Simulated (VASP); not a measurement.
A run of VASP 6.6.1 is set up as follows.

Contents of INCAR:

```
  ALGO = Normal
  EDIFF = 1E-7
  ENCUT = 520
  GGA = PS
  ISIF = 2
  ISMEAR = 0
  LASPH = True
  LCHARG = False
  LREAL = False
  LWAVE = False
  NBANDS = 35
  NELM = 100
  PREC = Accurate
  SIGMA = 0.1
```

Contents of KPOINTS:

```
k-points
0
Gamma
  9 9 2
```

POSCAR

```
MoS2
1.0
    3.0981962768      0.0000000000      0.0000000000
   -1.5490981384      2.6831166816      0.0000000000
    0.0000000000      0.0000000000     11.5721365640
Mo S
2 4
Direct
    0.3333333333      0.6666666667      0.2500000000
    0.6666666667      0.3333333333      0.7500000000
    0.3333333333      0.6666666667      0.6147498048
    0.6666666667      0.3333333333      0.1147498048
    0.3333333333      0.6666666667      0.8852501952
    0.6666666667      0.3333333333      0.3852501952
```

Potentials or basis: VASP PAW PBE potentials, release 64 (Mo_sv, S).

Launch:

```console
$ cat potpaw_PBE.64/Mo_sv/POTCAR potpaw_PBE.64/S/POTCAR > POTCAR
$ mpirun -np 1 vasp_std > vasp.out
```

(1) What does it give for the pressure?

(2) Estimate the band gap on the k mesh.

(3) Estimate the largest force.

## Answers

(1) 5.5 GPa.

(2) 0.58 eV, indirect (least direct gap 1.82 eV).

(3) 0.040 eV/Å.

Caveat: the PAW data sets were made with another functional, which shifts forces and pressure a little.
